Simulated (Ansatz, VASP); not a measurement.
Two plane-wave programs on In2GaAs3

The input INCAR:

```
SYSTEM = In2GaAs3
PREC = Accurate
ENCUT = 520
EDIFF = 1E-6
ISMEAR = 0
SIGMA = 0.1
LREAL = .FALSE.
LASPH = .TRUE.
NELM = 100
ALGO = Normal
ISIF = 2
LWAVE = .FALSE.
LCHARG = .FALSE.
GGA = PS
NBANDS = 36
```

File KPOINTS:

```
regular mesh
0
G
  8 8 8
  0 0 0
```

POSCAR

```
In2GaAs3
1.0
   -2.1401840000      2.1401840000      9.0600640000
    2.1401840000     -2.1401840000      9.0600640000
    2.1401840000      2.1401840000     -9.0600640000
In Ga As
2 1 3
Direct
    0.3367560000      0.3367560000      0.0000000000
    0.6632440000      0.6632440000      0.0000000000
    0.0000000000      0.0000000000      0.0000000000
    0.2500000000      0.7500000000      0.5000000000
    0.5754750000      0.0754750000      0.5000000000
    0.9245250000      0.4245250000      0.5000000000
```

Input for Ansatz:

```yaml
crystal:
  lattice:
    - [-2.140184, 2.140184, 9.060064]
    - [2.140184, -2.140184, 9.060064]
    - [2.140184, 2.140184, -9.060064]
  atoms:
    - { symbol: In, position: [0.336756, 0.336756, 0.0] }
    - { symbol: In, position: [0.663244, 0.663244, 0.0] }
    - { symbol: Ga, position: [0.0, 0.0, 0.0] }
    - { symbol: As, position: [0.25, 0.75, 0.5] }
    - { symbol: As, position: [0.575475, 0.075475, 0.5] }
    - { symbol: As, position: [0.924525, 0.424525, 0.5] }
basis:
  ecutwfc: 420
kpoints:
  mp_grid: { grid: [8, 8, 8] }
hamiltonian:
  xc: pbesol
scf:
  occupations: { method: gaussian, width: 0.1 }
output:
  forces: true
  stress: true
  eigenvalues: true
```

Alike in both runs: task single point; functional PBEsol; k mesh 8 × 8 × 8; occupations gaussian, width 0.1 eV; no spin polarisation.

|  | VASP | Ansatz |
| --- | --- | --- |
| version | VASP 6.6.1 | Ansatz 0.2.0 |
| potentials or method | VASP PAW PBE potentials, release 64 (In_d, Ga_d, As), cutoff 520 eV | scalar-relativistic, plane waves, PAW |
| valence electrons in the cell | 54 | 84 |

Ansatz gave:

```
gap on the k mesh at the Fermi level (eV)                     : none
pressure (GPa)                                                : -2.7
traceless stress, the component that is largest in VASP (GPa) : 0.19
rms of the force components (eV/Å)                            : 0.015
```

Estimate VASP's values.

gap on the k mesh at the Fermi level (eV): none; pressure (GPa): -2.6; traceless stress, the component that is largest in VASP (GPa): 0.19; rms of the force components (eV/Å): 0.015.

VASP's potentials were made for PBE, not for PBEsol. Atom by atom the forces differ by 0.000 eV/Å (rms over components). A gap of «none» marks a metal or a gap that the smearing closes. With one functional, cell and mesh, what is left measures potentials, basis and numerics. VASP's potentials hold 54 valence electrons a cell and Ansatz's 84, so a difference there can come from the potentials and not from the codes.
